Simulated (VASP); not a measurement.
# In3As (P4mm) in VASP: notebook

The runs below take In3As through single point, with PBE+D3(BJ).

All numbers are computed with VASP 6.6.1; they aren't measurements. Logs are shortened: lines on timing, memory, paths and dates and some standing lists are left out, and cuts for length are marked.

## Step 1: The cell of the first run

It takes space group P4mm (No. 99, tetragonal). The conventional cell has a = 4.602 Å, b = 4.602 Å, c = 4.602 Å, α = 90.00°, β = 90.00°, γ = 90.00°. In (site symmetry 2mm) has 4 As at 2.95 to 3.59 Å and 8 In at 3.25 Å within 3.9 Å. Within 4.3 Å of In (site symmetry 4mm) lie 8 In at 3.25 Å and 4 As at 3.29 Å. As (site symmetry 4mm) has 12 In at 2.95 to 3.59 Å within 3.9 Å.

## Step 2: Single point, PBE+D3(BJ) (atom 4 (As) moved -0.450 Å along Cartesian [0 0 1])

File INCAR:

```
SYSTEM = In3As
ALGO = Fast ; EDIFF = 1E-6
ENCUT = 520 ; GGA = PE
ISIF = 2 ; ISMEAR = 0
IVDW = 12 ; LASPH = .True.
LCHARG = .True. ; LELF = .True.
LREAL = .False. ; LVHAR = .True.
LWAVE = .False. ; NBANDS = 30
NELM = 60 ; PREC = Accurate
SIGMA = 0.15
```

File KPOINTS:

```
k-points
0
Gamma
  10 10 10
  0 0 0
```

File POSCAR:

```
In3As
1.0
    4.6021353856      0.0000000000      0.0000000000
    0.0000000000      4.6021353856      0.0000000000
    0.0000000000      0.0000000000      4.6021353856
In As
3 1
Direct
    0.0000000000      0.5000000000      0.5000000000
    0.5000000000      0.0000000000      0.5000000000
    0.5000000000      0.5000000000      0.0000000000
    0.0000000000      0.0000000000     -0.0977806958
```

Potentials or basis: VASP PAW PBE potentials, release 64 (In_d, As).

Run with:

```sh
$ cat potpaw_PBE.64/In_d/POTCAR potpaw_PBE.64/As/POTCAR > POTCAR
$ mpirun -np 1 vasp_std > vasp.out
```

OUTCAR:

```text
SYSTEM = In3As
   EDIFF = 1E-6
   ENCUT = 520
   GGA = PE
   ISIF = 2
   ISMEAR = 0
   IVDW = 12
   LASPH = .True.
   LREAL = .False.
   NELM = 60
   PREC = Accurate
 IVDW          = 12

 ion  position               nearest neighbor table
   1  0.000  0.500  0.500-   4 2.95   4 2.95   2 3.25   3 3.25   2 3.25   3 3.25   2 3.25   3 3.25
                             3 3.25   2 3.25
   2  0.500  0.000  0.500-   4 2.95   4 2.95   1 3.25   3 3.25   1 3.25   3 3.25   3 3.25   1 3.25
                             3 3.25   1 3.25
   3  0.500  0.500  0.000-   1 3.25   2 3.25   1 3.25   2 3.25   2 3.25   2 3.25   1 3.25   1 3.25
                             4 3.29   4 3.29   4 3.29   4 3.29
   4  0.000  0.000  0.902-   1 2.95   2 2.95   1 2.95   2 2.95   3 3.29   3 3.29   3 3.29   3 3.29

  LATTYP: Found a simple cubic cell.
 ALAT       =     4.6021353856

  Lattice vectors:

 A1 = (   4.6021353856,   0.0000000000,   0.0000000000)
 A2 = (   0.0000000000,   4.6021353856,   0.0000000000)
 A3 = (   0.0000000000,   0.0000000000,   4.6021353856)

Analysis of symmetry for initial positions (statically):
=====================================================================
 Subroutine PRICEL returns:
 Original cell was already a primitive cell.

 Routine SETGRP: Setting up the symmetry group for a
 simple cubic supercell.

 Subroutine GETGRP returns: Found  8 space group operations
 (whereof  8 operations were pure point group operations)
 out of a pool of 48 trial point group operations.

The static configuration has the point symmetry C_4v.

Analysis of symmetry for dynamics (positions and initial velocities):
=====================================================================
 Subroutine PRICEL returns:
 Original cell was already a primitive cell.

 Routine SETGRP: Setting up the symmetry group for a
 simple cubic supercell.

 Subroutine GETGRP returns: Found  8 space group operations
 (whereof  8 operations were pure point group operations)
 out of a pool of 48 trial point group operations.

The dynamic configuration has the point symmetry C_4v.

 Subroutine INISYM returns: Found  8 space group operations
 (whereof  8 operations are pure point group operations),
 and found     1 'primitive' translations

----------------------------------------------------------------------------------------

                                     Primitive cell

  volume of cell :      97.4716

  direct lattice vectors                    reciprocal lattice vectors
     4.602135386  0.000000000  0.000000000     0.217290435  0.000000000  0.000000000
     0.000000000  4.602135386  0.000000000     0.000000000  0.217290435  0.000000000
     0.000000000  0.000000000  4.602135386     0.000000000  0.000000000  0.217290435

  length of vectors
     4.602135386  4.602135386  4.602135386     0.217290435  0.217290435  0.217290435

  position of ions in fractional coordinates (direct lattice)
     0.000000000  0.500000000  0.500000000
     0.500000000  0.000000000  0.500000000
     0.500000000  0.500000000  0.000000000
     0.000000000  0.000000000  0.902219304

  ion indices of the primitive-cell ions
   primitive index   ion index
                 1           1
                 2           2
                 3           3
                 4           4

----------------------------------------------------------------------------------------

 KPOINTS: k-points

Automatic generation of k-mesh.
 Grid dimensions read from file:
 generate k-points for:   10   10   10

 Generating k-lattice:

  Cartesian coordinates                     Fractional coordinates (reciprocal lattice)
     0.021729044  0.000000000  0.000000000     0.100000000  0.000000000  0.000000000
     0.000000000  0.021729044  0.000000000     0.000000000  0.100000000  0.000000000
     0.000000000  0.000000000  0.021729044     0.000000000  0.000000000  0.100000000

  Length of vectors
     0.021729044  0.021729044  0.021729044

  Shift w.r.t. Gamma in fractional coordinates (k-lattice)
     0.000000000  0.000000000  0.000000000

 Subroutine IBZKPT returns following result:
 ===========================================

 Found    126 irreducible k-points:

 Following reciprocal coordinates:
            Coordinates               Weight
  0.000000  0.000000  0.000000      1.000000
  0.100000  0.000000  0.000000      4.000000
  0.000000  0.000000  0.100000      2.000000
  0.200000  0.000000  0.000000      4.000000
  0.000000  0.000000  0.200000      2.000000
  0.300000  0.000000  0.000000      4.000000
[... 16 lines left out ...]
  0.500000  0.100000  0.000000      4.000000
  0.000000  0.500000  0.100000      4.000000
 [... further k-points ...]
   k-points           NKPTS =    126   k-points in BZ     NKDIM =    126   number of bands    NBANDS=     30
   number of dos      NEDOS =    301   number of ions     NIONS =      4
   total plane-waves  NPLWV =  46656
   dimension x,y,z NGX =    36 NGY =   36 NGZ =   36
   dimension x,y,z NGXF=    72 NGYF=   72 NGZF=   72
   ions per type =               3   1
   NGX,Y,Z   is equivalent  to a cutoff of  13.00, 13.00, 13.00 a.u.
   NGXF,Y,Z  is equivalent  to a cutoff of  26.01, 26.01, 26.01 a.u.
 SYSTEM =  In3As
   PREC   = accura    normal or accurate (medium, high low for compatibility)
   ISTART =      0    job   : 0-new  1-cont  2-samecut
   ICHARG =      2    charge: 1-file 2-atom 10-const
   ISPIN  =      1    spin polarized calculation?
   LNONCOLLINEAR =      F non collinear calculations
   LSORBIT =      F    spin-orbit coupling
   LASPH  =      T    aspherical Exc in radial PAW
   ENCUT  =  520.0 eV  38.22 Ry    6.18 a.u.   8.56  8.56  8.56*2*pi/ulx,y,z
   NELM   =     60;   NELMIN=  2; NELMDL= -5     # of ELM steps
   EDIFF  = 0.1E-05   stopping-criterion for ELM
   LREAL  =      F    real-space projection
   EDIFFG = 0.1E-04   stopping-criterion for IOM
   NSW    =      0    number of steps for IOM
   IBRION =     -1    ionic relax: 0-MD 1-quasi-New 2-CG
   NFREE  =      0    steps in history (QN), initial steepest desc. (CG)
   ISIF   =      2    stress and relaxation
   ISYM   =      2    0-nonsym 1-usesym 2-fastsym
   POTIM  = 0.5000    time-step for ionic-motion
   TEBEG  =    0.0;   TEEND  =   0.0 temperature during run
   PSTRESS=    0.0 pullay stress
   NELECT =      44.0000    total number of electrons
   NUPDOWN=      -1.0000    fix difference up-down
   EMIN   =  10.00;   EMAX   =-10.00  energy-range for DOS
   EFERMI =   0.00;   METHOD = LEGACY
   ISMEAR =     0;   SIGMA  =   0.15  broadening in eV -4-tet -1-fermi 0-gaus
   EFERMI_NEDOS =   21; number of points for ismear=-14 and -15
   IALGO  =     68    algorithm
   IMIX   =      4    mixing-type and parameters
     AMIX     =   0.40;   BMIX     =  1.00
     AMIX_MAG =   1.60;   BMIX_MAG =  1.00
  volume/ion in A,a.u.               =      24.37       164.44
  Fermi-wavevector in a.u.,A,eV,Ry     =   1.255836  2.373186 21.458083  1.577125
  Thomas-Fermi vector in A             =   2.389574
   LORBIT       =      0    0 simple, 1 ext, 2 COOP (PROOUT), +10 PAW based schemes
   GGA     = PE    functional components
   LHFCALC =     F    Hartree Fock is set to
   AEXX    =    0.0000 exact exchange contribution
   IVDW    =    12    specifies the selected vdW correction
   LEPSILON=     F    determine dielectric tensor
   LRPA    =     F    only Hartree local field effects (RPA)
 non-spin polarized calculation
 RMM-DIIS sequential band-by-band and
 Gauss-broadening in eV      SIGMA  =   0.15
  energy-cutoff  :      520.00
  volume of cell :       97.47
 maximum number of plane-waves:      2642
 NGX is ok and might be reduce to    36
   NGX = 17   NGY = 17   NGZ = 17

 number of electron      43.9999963 magnetization

 Free energy of the ion-electron system (eV)
  ---------------------------------------------------
  ext. energy  EPLUGINS =         0.00000000
  ---------------------------------------------------
  free energy    TOTEN  =       -12.00804051 eV

  energy without entropy =      -11.98656117  energy(sigma->0) =      -11.99730084

 E-fermi :   7.1641     XC(G=0): -10.3275

 val. band max:        7.1534445439   @ k =   0.0000   0.0000   0.4000
 cond. band min:       7.1861480112   @ k =   0.2000   0.2000   0.1000
 fundamental gap:      0.0327034674
 Fermi energy:         7.1641014655

 k-point     1 :       0.0000    0.0000    0.0000
  band No.  band energies     occupation
      1      -7.6560      2.00000
      2      -7.6303      2.00000
      3      -7.6283      2.00000
      4      -7.6283      2.00000
      5      -7.4479      2.00000
      6      -7.4476      2.00000
[... 22 lines left out ...]
     29      13.1298      0.00000
     30      14.4285      0.00000

 k-point     2 :       0.1000    0.0000    0.0000
  band No.  band energies     occupation
      1      -7.6449      2.00000
      2      -7.6258      2.00000
      3      -7.6180      2.00000
      4      -7.6158      2.00000
      5      -7.4460      2.00000
      6      -7.4387      2.00000
[... 22 lines left out ...]
     29      13.4367      0.00000
     30      14.4156      0.00000

 k-point     3 :       0.0000    0.0000    0.1000
  band No.  band energies     occupation
      1      -7.6453      2.00000
      2      -7.6279      2.00000
      3      -7.6160      2.00000
      4      -7.6160      2.00000
      5      -7.4459      2.00000
      6      -7.4395      2.00000
[... 22 lines left out ...]
     29      13.4512      0.00000
     30      14.4659      0.00000

 k-point     4 :       0.2000    0.0000    0.0000
  band No.  band energies     occupation
      1      -7.6190      2.00000
      2      -7.6130      2.00000
      3      -7.5822      2.00000
      4      -7.5799      2.00000
      5      -7.4409      2.00000
      6      -7.4133      2.00000
[... 616 lines left out ...]
     29      13.3269      0.00000
     30      13.6654      0.00000

 k-point    23 :       0.5000    0.1000    0.0000
  band No.  band energies     occupation
      1      -7.5889      2.00000
      2      -7.4818      2.00000
      3      -7.4259      2.00000
      4      -7.4098      2.00000
      5      -7.4068      2.00000
      6      -7.3374      2.00000
[... 22 lines left out ...]
     29      13.1694      0.00000
     30      13.3931      0.00000

 k-point    24 :       0.0000    0.5000    0.1000
  band No.  band energies     occupation
      1      -7.5890      2.00000
      2      -7.4822      2.00000
      3      -7.4277      2.00000
      4      -7.4107      2.00000
      5      -7.4012      2.00000
      6      -7.3352      2.00000
[... 22 lines left out ...]
     29      13.1725      0.00000
     30      13.4446      0.00000

 [... further k-points ...]

------------------------ aborting loop because EDIFF is reached ----------------------------------------

 Edisp (eV)   -1.45989

 E8    (eV) :    -0.7009

  FORCE on cell =-STRESS in cart. coord.  units (eV):
  Direction    XX          YY          ZZ          XY          YZ          ZX
  --------------------------------------------------------------------------------------
  -------------------------------------------------------------------------------------
  Total       0.59946     0.59946     0.71684     0.00000     0.00000     0.00000
  in kB       9.85347     9.85347    11.78294     0.00000     0.00000     0.00000
  external pressure =       10.50 kB  Pullay stress =        0.00 kB

 VOLUME and BASIS-vectors are now :
 -----------------------------------------------------------------------------
  energy-cutoff  :      520.00
  volume of cell :       97.47
      direct lattice vectors                 reciprocal lattice vectors
     4.602135386  0.000000000  0.000000000     0.217290435  0.000000000  0.000000000
     0.000000000  4.602135386  0.000000000     0.000000000  0.217290435  0.000000000
     0.000000000  0.000000000  4.602135386     0.000000000  0.000000000  0.217290435

 POSITION                                       TOTAL-FORCE (eV/Angst)
 -----------------------------------------------------------------------------------
      0.00000      2.30107      2.30107        -0.000000     -0.000000     -0.315580
      2.30107      0.00000      2.30107         0.000000     -0.000000     -0.315580
      2.30107      2.30107      0.00000         0.000000      0.000000      0.433116
      0.00000      0.00000      4.15214         0.000000     -0.000000      0.198045
 -----------------------------------------------------------------------------------
    total drift:                                0.000000      0.000000      0.000689

  FREE ENERGIE OF THE ION-ELECTRON SYSTEM (eV)
  ---------------------------------------------------
  free  energy   TOTEN  =       -13.4679316692 eV

  energy  without entropy=      -13.4464523217  energy(sigma->0) =      -13.45719200
```

Run time: 8 min. Hardware: 1 thread of Intel Xeon 8259CL, shared host; peak memory 0.44 GiB.

Results:

```
Free energy                : -13.4679 eV
Pressure                   : 1.0 GPa
Largest force              : 0.433 eV/Å
Band gap on the k mesh     : zero (bands 22 and 23 overlap by 4.12 eV)
Dispersion energy per atom : -0.365 eV
```

Forces on the atoms (eV/Å):
```
In   0.000  0.000 -0.316
In   0.000  0.000 -0.316
In   0.000  0.000  0.433
As   0.000  0.000  0.198
```

Stress tensor (GPa, compression positive):
```
0.99 0.00 0.00
0.00 0.99 0.00
0.00 0.00 1.18
```

Caveat: the cell differs from its parent crystal (atom 4 (As) moved -0.450 Å along Cartesian [0 0 1]); spin-orbit coupling is left out, which moves the levels of the heavy elements.

## Step 3: Single point, PBE+D3(BJ) (atom 4 (As) moved +0.300 Å along Cartesian [0 0 1])

File INCAR:

```
SYSTEM = In3As
ALGO = Fast
EDIFF = 1E-7
ENCUT = 520
GGA = PE
ISIF = 2
ISMEAR = 0
IVDW = 12
LASPH = .TRUE.
LCHARG = .TRUE.
LELF = .TRUE.
LREAL = .FALSE.
LVHAR = .TRUE.
LWAVE = .FALSE.
NBANDS = 30
NELM = 80
PREC = Accurate
SIGMA = 0.15
```

File KPOINTS:

```
k-points
0
G
  10 10 10
  0 0 0
```

POSCAR: that of step 2 with these lines changed.

```diff
@@ -11,2 +11,2 @@
     0.5000000000      0.5000000000      0.0000000000
-    0.0000000000      0.0000000000     -0.0977806958
+    0.0000000000      0.0000000000      0.0651871305
```

Potentials or basis: VASP PAW PBE potentials, release 64 (In_d, As).

Run with:

```sh
$ cat potpaw_PBE.64/In_d/POTCAR potpaw_PBE.64/As/POTCAR > POTCAR
$ mpirun -np 1 vasp_std > vasp.out
```

Wall time 9 min (1 thread of Intel Xeon 8259CL, shared host); peak memory 0.43 GiB.

It converged, with:

* Free energy: -13.4804 eV
* Pressure: 0.5 GPa
* Largest force: 0.303 eV/Å
* Band gap on the k mesh: zero (bands 22 and 23 overlap by 4.12 eV)
* Dispersion energy per atom: -0.365 eV

Forces on the atoms (eV/Å):
```
In   0.000  0.000  0.149
In   0.000  0.000  0.149
In   0.000  0.000 -0.303
As   0.000  0.000  0.005
```

Stress tensor (GPa, compression positive):
```
0.42 0.00 0.00
0.00 0.42 0.00
0.00 0.00 0.53
```

Levels at points of the mesh, in eV from the Fermi level:
```
           k point  band 18  band 19  band 20  band 21  band 22  band 23  band 24  band 25  band 26  band 27
(0.00, 0.00, 0.00)    -3.12    -3.12    -3.07    -1.87    -1.76     2.15     2.15     2.15     4.55     4.55
(0.50, 0.00, 0.00)    -4.32    -1.82    -1.71    -1.15    -0.57    -0.13     0.51     1.36     4.87     4.92
(0.00, 0.00, 0.50)    -4.34    -1.89    -1.89    -1.13    -0.07     0.02     0.02     1.42     4.74     4.74
(0.50, 0.50, 0.00)    -6.17    -6.02    -1.28     0.17     0.48     0.48     1.85     2.02     2.02     2.13
(0.00, 0.50, 0.50)    -6.02    -5.82    -1.04    -0.51     0.46     0.55     1.86     1.90     2.12     2.19
(0.50, 0.50, 0.50)    -4.72    -4.27    -4.14    -3.78    -3.78    -3.58     4.92     4.92     5.04     9.07
```

Caveat: the cell differs from its parent crystal (atom 4 (As) moved +0.300 Å along Cartesian [0 0 1]); spin-orbit coupling is left out, which moves the levels of the heavy elements.

The gap in the log of VASP goes by the Fermi energy; the results here count the filled bands.